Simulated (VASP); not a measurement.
# Ga3Sb (P-3m1) in VASP: notebook

The runs below take Ga3Sb through single point, relaxation of cell and atoms, with PBE.

Program: VASP 6.6.1. These are calculated values, not measurements. Logs are shortened: lines on timing, memory, paths and dates and some standing lists are left out, and cuts for length are marked.

## (1) The cell of the first run

Symmetry: P-3m1, No. 164, trigonal system. Conventional cell: a = 3.877 Å, b = 3.877 Å, c = 6.953 Å, α = 90.00°, β = 90.00°, γ = 120.00°. Within 3.6 Å of Ga (site symmetry 3m) lie 3 Ga at 2.73 Å and 3 Sb at 2.95 Å. Ga (site symmetry -3m) has 6 Ga at 2.73 Å and 2 Sb at 3.48 Å within 3.6 Å. Sb (site symmetry -3m) has 8 Ga at 2.95 to 3.48 Å and 6 Sb at 3.88 Å within 3.9 Å.

The cell was built from a structure type or drawn by symmetry, and may not be a known phase.

## (2) Single point, PBE

Input file INCAR:

```
SYSTEM = Ga3Sb
PREC = Accurate
ENCUT = 520
EDIFF = 1E-7
ISMEAR = 0
SIGMA = 0.1
LREAL = .FALSE.
LASPH = .TRUE.
NELM = 100
ALGO = Fast
ISIF = 2
LWAVE = .FALSE.
LCHARG = .TRUE.
GGA = PE
LELF = .TRUE.
LVHAR = .TRUE.
NBANDS = 30
```

Input file KPOINTS:

```
regular mesh
0
G
  6 6 2
  0 0 0
```

Input file POSCAR:

```
Ga3Sb
1.0
    3.8771394594      0.0000000000      0.0000000000
   -1.9385697297      3.3577012659      0.0000000000
    0.0000000000      0.0000000000      6.9530823032
Ga Sb
3 1
Direct
    0.3333333333      0.6666666667      0.2239925671
    0.6666666667      0.3333333333      0.7760074329
    0.0000000000      0.0000000000      0.0000000000
    0.0000000000      0.0000000000      0.5000000000
```

Potentials or basis: VASP PAW PBE potentials, release 64 (Ga_d, Sb).

On the command line:

```
> cat potpaw_PBE.64/Ga_d/POTCAR potpaw_PBE.64/Sb/POTCAR > POTCAR
> mpirun -np 1 vasp_std > vasp.out
```

OUTCAR:

```text
SYSTEM = Ga3Sb
   PREC = Accurate
   ENCUT = 520
   EDIFF = 1E-7
   ISMEAR = 0
   LREAL = .FALSE.
   LASPH = .TRUE.
   NELM = 100
   ISIF = 2
   GGA = PE

 ion  position               nearest neighbor table
   1  0.333  0.667  0.224-   3 2.73   3 2.73   3 2.73   4 2.95   4 2.95   4 2.95
   2  0.667  0.333  0.776-   3 2.73   3 2.73   3 2.73   4 2.95   4 2.95   4 2.95
   3  0.000  0.000  0.000-   1 2.73   2 2.73   2 2.73   1 2.73   2 2.73   1 2.73
   4  0.000  0.000  0.500-   1 2.95   2 2.95   2 2.95   1 2.95   2 2.95   1 2.95

  LATTYP: Found a hexagonal cell.
 ALAT       =     3.8771394594
 C/A-ratio  =     1.7933536763

  Lattice vectors:

 A1 = (   3.8771394594,   0.0000000000,   0.0000000000)
 A2 = (  -1.9385697297,   3.3577012659,   0.0000000000)
 A3 = (   0.0000000000,   0.0000000000,   6.9530823032)

Analysis of symmetry for initial positions (statically):
=====================================================================
 Subroutine PRICEL returns:
 Original cell was already a primitive cell.

 Routine SETGRP: Setting up the symmetry group for a
 hexagonal supercell.

 Subroutine GETGRP returns: Found 12 space group operations
 (whereof 12 operations were pure point group operations)
 out of a pool of 24 trial point group operations.

The static configuration has the point symmetry D_3d.

Analysis of symmetry for dynamics (positions and initial velocities):
=====================================================================
 Subroutine PRICEL returns:
 Original cell was already a primitive cell.

 Routine SETGRP: Setting up the symmetry group for a
 hexagonal supercell.

 Subroutine GETGRP returns: Found 12 space group operations
 (whereof 12 operations were pure point group operations)
 out of a pool of 24 trial point group operations.

The dynamic configuration has the point symmetry D_3d.

 Subroutine INISYM returns: Found 12 space group operations
 (whereof 12 operations are pure point group operations),
 and found     1 'primitive' translations

----------------------------------------------------------------------------------------

                                     Primitive cell

  volume of cell :      90.5171

  direct lattice vectors                    reciprocal lattice vectors
     3.877139459  0.000000000  0.000000000     0.257922113  0.148911401  0.000000000
    -1.938569730  3.357701266  0.000000000     0.000000000  0.297822802  0.000000000
     0.000000000  0.000000000  6.953082303     0.000000000  0.000000000  0.143821108

  length of vectors
     3.877139459  3.877139459  6.953082303     0.297822802  0.297822802  0.143821108

  position of ions in fractional coordinates (direct lattice)
     0.333333333  0.666666667  0.223992567
     0.666666667  0.333333333  0.776007433
     0.000000000  0.000000000  0.000000000
     0.000000000  0.000000000  0.500000000

  ion indices of the primitive-cell ions
   primitive index   ion index
                 1           1
                 2           2
                 3           3
                 4           4

----------------------------------------------------------------------------------------

 KPOINTS: regular mesh

Automatic generation of k-mesh.
 Grid dimensions read from file:
 generate k-points for:    6    6    2

 Generating k-lattice:

  Cartesian coordinates                     Fractional coordinates (reciprocal lattice)
     0.042987019  0.024818567  0.000000000     0.166666667  0.000000000  0.000000000
     0.000000000  0.049637134  0.000000000     0.000000000  0.166666667  0.000000000
     0.000000000  0.000000000  0.071910554     0.000000000  0.000000000  0.500000000

  Length of vectors
     0.049637134  0.049637134  0.071910554

  Shift w.r.t. Gamma in fractional coordinates (k-lattice)
     0.000000000  0.000000000  0.000000000

 Subroutine IBZKPT returns following result:
 ===========================================

 Found     14 irreducible k-points:

 Following reciprocal coordinates:
            Coordinates               Weight
  0.000000  0.000000  0.000000      1.000000
  0.166667  0.000000  0.000000      6.000000
  0.333333  0.000000  0.000000      6.000000
  0.500000  0.000000  0.000000      3.000000
  0.166667  0.166667  0.000000      6.000000
  0.333333  0.166667  0.000000     12.000000
  0.333333  0.333333  0.000000      2.000000
  0.000000  0.000000  0.500000      1.000000
  0.166667  0.000000  0.500000      6.000000
  0.333333  0.000000  0.500000      6.000000
  0.500000  0.000000  0.500000      3.000000
  0.166667  0.166667  0.500000      6.000000
  0.333333  0.166667  0.500000     12.000000
  0.333333  0.333333  0.500000      2.000000
   k-points           NKPTS =     14   k-points in BZ     NKDIM =     14   number of bands    NBANDS=     30
   number of dos      NEDOS =    301   number of ions     NIONS =      4
   total plane-waves  NPLWV =  48600
   dimension x,y,z NGX =    30 NGY =   30 NGZ =   54
   dimension x,y,z NGXF=    60 NGYF=   60 NGZF=  108
   ions per type =               3   1
   NGX,Y,Z   is equivalent  to a cutoff of  12.86, 12.86, 12.91 a.u.
   NGXF,Y,Z  is equivalent  to a cutoff of  25.73, 25.73, 25.82 a.u.
 SYSTEM =  Ga3Sb
   PREC   = accura    normal or accurate (medium, high low for compatibility)
   ISTART =      0    job   : 0-new  1-cont  2-samecut
   ICHARG =      2    charge: 1-file 2-atom 10-const
   ISPIN  =      1    spin polarized calculation?
   LNONCOLLINEAR =      F non collinear calculations
   LSORBIT =      F    spin-orbit coupling
   LASPH  =      T    aspherical Exc in radial PAW
   ENCUT  =  520.0 eV  38.22 Ry    6.18 a.u.   7.21  7.21 12.93*2*pi/ulx,y,z
   NELM   =    100;   NELMIN=  2; NELMDL= -5     # of ELM steps
   EDIFF  = 0.1E-06   stopping-criterion for ELM
   LREAL  =      F    real-space projection
   EDIFFG = 0.1E-05   stopping-criterion for IOM
   NSW    =      0    number of steps for IOM
   IBRION =     -1    ionic relax: 0-MD 1-quasi-New 2-CG
   NFREE  =      0    steps in history (QN), initial steepest desc. (CG)
   ISIF   =      2    stress and relaxation
   ISYM   =      2    0-nonsym 1-usesym 2-fastsym
   POTIM  = 0.5000    time-step for ionic-motion
   TEBEG  =    0.0;   TEEND  =   0.0 temperature during run
   PSTRESS=    0.0 pullay stress
   NELECT =      44.0000    total number of electrons
   NUPDOWN=      -1.0000    fix difference up-down
   EMIN   =  10.00;   EMAX   =-10.00  energy-range for DOS
   EFERMI =   0.00;   METHOD = LEGACY
   ISMEAR =     0;   SIGMA  =   0.10  broadening in eV -4-tet -1-fermi 0-gaus
   EFERMI_NEDOS =   21; number of points for ismear=-14 and -15
   IALGO  =     68    algorithm
   IMIX   =      4    mixing-type and parameters
     AMIX     =   0.40;   BMIX     =  1.00
     AMIX_MAG =   1.60;   BMIX_MAG =  1.00
  volume/ion in A,a.u.               =      22.63       152.71
  Fermi-wavevector in a.u.,A,eV,Ry     =   1.287208  2.432471 22.543558  1.656905
  Thomas-Fermi vector in A             =   2.419236
   LORBIT       =      0    0 simple, 1 ext, 2 COOP (PROOUT), +10 PAW based schemes
   GGA     = PE    functional components
   LHFCALC =     F    Hartree Fock is set to
   AEXX    =    0.0000 exact exchange contribution
   IVDW    =     0    specifies the selected vdW correction
   LEPSILON=     F    determine dielectric tensor
   LRPA    =     F    only Hartree local field effects (RPA)
 non-spin polarized calculation
 RMM-DIIS sequential band-by-band and
 Gauss-broadening in eV      SIGMA  =   0.10
  energy-cutoff  :      520.00
  volume of cell :       90.52
 maximum number of plane-waves:      2452
 NGX is ok and might be reduce to    30
   NGX = 15   NGY = 15   NGZ = 25

 number of electron      44.0000017 magnetization

 Free energy of the ion-electron system (eV)
  ---------------------------------------------------
  ext. energy  EPLUGINS =         0.00000000
  ---------------------------------------------------
  free energy    TOTEN  =       -12.59546222 eV

  energy without entropy =      -12.59061776  energy(sigma->0) =      -12.59303999

 E-fermi :   5.4260     XC(G=0): -10.2758

 val. band max:        5.3182976929   @ k =   0.3333   0.1667   0.0000
 cond. band min:       5.4549642366   @ k =   0.3333   0.3333   0.5000
 fundamental gap:      0.1366665436
 Fermi energy:         5.4260301741

 k-point     1 :       0.0000    0.0000    0.0000
  band No.  band energies     occupation
      1      -9.5239      2.00000
      2      -9.5239      2.00000
      3      -9.4352      2.00000
      4      -9.4352      2.00000
      5      -9.4280      2.00000
      6      -9.4033      2.00000
[... 22 lines left out ...]
     29      11.8644      0.00000
     30      11.8956      0.00000

 k-point     2 :       0.1667    0.0000    0.0000
  band No.  band energies     occupation
      1      -9.5178      2.00000
      2      -9.5033      2.00000
      3      -9.4434      2.00000
      4      -9.4227      2.00000
      5      -9.4206      2.00000
      6      -9.4057      2.00000
[... 22 lines left out ...]
     29      11.6040      0.00000
     30      12.2661      0.00000

 k-point     3 :       0.3333    0.0000    0.0000
  band No.  band energies     occupation
      1      -9.5044      2.00000
      2      -9.4655      2.00000
      3      -9.4535      2.00000
      4      -9.4217      2.00000
      5      -9.4073      2.00000
      6      -9.4070      2.00000
[... 22 lines left out ...]
     29      11.1179      0.00000
     30      14.3090      0.00000

 k-point     4 :       0.5000    0.0000    0.0000
  band No.  band energies     occupation
      1      -9.4969      2.00000
      2      -9.4773      2.00000
      3      -9.4412      2.00000
      4      -9.4082      2.00000
      5      -9.4065      2.00000
      6      -9.4029      2.00000
[... 286 lines left out ...]
     29      11.7877      0.00000
     30      12.4325      0.00000

 k-point    13 :       0.3333    0.1667    0.5000
  band No.  band energies     occupation
      1      -9.4924      2.00000
      2      -9.4489      2.00000
      3      -9.4385      2.00000
      4      -9.4235      2.00000
      5      -9.4172      2.00000
      6      -9.4016      2.00000
[... 22 lines left out ...]
     29      11.0804      0.00000
     30      14.3628      0.00000

 k-point    14 :       0.3333    0.3333    0.5000
  band No.  band energies     occupation
      1      -9.4612      2.00000
      2      -9.4612      2.00000
      3      -9.4283      2.00000
      4      -9.4136      2.00000
      5      -9.4110      2.00000
      6      -9.4035      2.00000
[... 22 lines left out ...]
     29      14.1295      0.00000
     30      14.2131      0.00000

------------------------ aborting loop because EDIFF is reached ----------------------------------------

  FORCE on cell =-STRESS in cart. coord.  units (eV):
  Direction    XX          YY          ZZ          XY          YZ          ZX
  --------------------------------------------------------------------------------------
  -------------------------------------------------------------------------------------
  Total       -0.0031699     -0.0031699      0.1641046      0.0000000     -0.0000000      0.0000000
  in kB       -0.0561079     -0.0561079      2.9046939      0.0000000     -0.0000000      0.0000000
  external PRESSURE =       0.9308260 kB  Pullay stress =       0.0000000 kB

 VOLUME and BASIS-vectors are now :
 -----------------------------------------------------------------------------
  energy-cutoff  :      520.00
  volume of cell :       90.52
      direct lattice vectors                 reciprocal lattice vectors
     3.877139459  0.000000000  0.000000000     0.257922113  0.148911401  0.000000000
    -1.938569730  3.357701266  0.000000000     0.000000000  0.297822802  0.000000000
     0.000000000  0.000000000  6.953082303     0.000000000  0.000000000  0.143821108

 POSITION                                       TOTAL-FORCE (eV/Angst)
 -----------------------------------------------------------------------------------
     -0.00000      2.23847      1.55744        -0.000000     -0.000000      0.005604
      1.93857      1.11923      5.39564         0.000000      0.000000     -0.005604
      0.00000      0.00000      0.00000         0.000000      0.000000      0.000000
      0.00000      0.00000      3.47654         0.000000      0.000000      0.000000
 -----------------------------------------------------------------------------------
    total drift:                               -0.000000      0.000000      0.000000

  FREE ENERGIE OF THE ION-ELECTRON SYSTEM (eV)
  ---------------------------------------------------
  free  energy   TOTEN  =       -12.5954622175 eV

  energy  without entropy=      -12.5906177650  energy(sigma->0) =      -12.59303999
```

Run time: 55 s. Hardware: 1 thread of Intel Xeon Platinum 8259CL at 2.50GHz (Skylake/Cascade Lake), shared host; peak memory 0.22 GiB.

What came out:

```
Free energy            : -12.5955 eV
Pressure               : 0.1 GPa
Largest force          : 0.006 eV/Å
Band gap on the k mesh : zero (bands 22 and 23 overlap by 3.88 eV)
```

Forces in eV/Å, atoms in the order of the input:
```
Ga   0.000  0.000  0.006
Ga   0.000  0.000 -0.006
Ga   0.000  0.000  0.000
Sb   0.000  0.000  0.000
```

Caveat: the k points lie up to 0.45 Å⁻¹ apart, too coarse for converged energies and pressures of a metal; spin-orbit coupling is left out, which moves the levels of the heavy elements.

[end of part 1 of 3]
